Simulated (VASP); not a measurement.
Here is a VASP 6.6.1 calculation.

File INCAR:

```
SYSTEM = Ti
PREC     = Accurate       ! precision mode
ENCUT    = 520            ! plane-wave cutoff, eV
EDIFF    = 1E-6           ! SCF threshold, eV
ISMEAR   = -1             ! smearing method
SIGMA    = 0.08           ! smearing width, eV
LREAL    = .FALSE.        ! projectors in reciprocal space
LASPH    = .TRUE.         ! aspherical terms in the spheres
NELM     = 60             ! most SCF steps
ALGO     = Normal         ! electronic algorithm
ISIF     = 2              ! what is computed and relaxed
LWAVE    = .FALSE.        ! write WAVECAR
LCHARG   = .FALSE.        ! write CHGCAR
GGA      = CA             ! functional
NBANDS   = 12             ! bands
```

KPOINTS

```
Automatic mesh
0
G
  19 19 19
  0 0 0
```

File POSCAR:

```
Ti
1.0
   -1.4942227893      1.4942227893      1.4942227893
    1.4942227893     -1.4942227893      1.4942227893
    1.4942227893      1.4942227893     -1.4942227893
Ti
1
Direct
    0.0000000000      0.0000000000      0.0000000000
```

Potentials or basis: VASP PAW LDA potentials, release 64 (Ti_sv).

The run is started by

```sh
$ cat potpaw_LDA.64/Ti_sv/POTCAR > POTCAR
$ mpirun -np 1 vasp_std > vasp.out
```

Task: Predict the pressure.

Result: 26.8 GPa.

Task: Estimate the band gap on the k mesh.

Result: Zero (band 6 reaches 12.03 eV, above the bottom of band 7 at 10.14 eV).
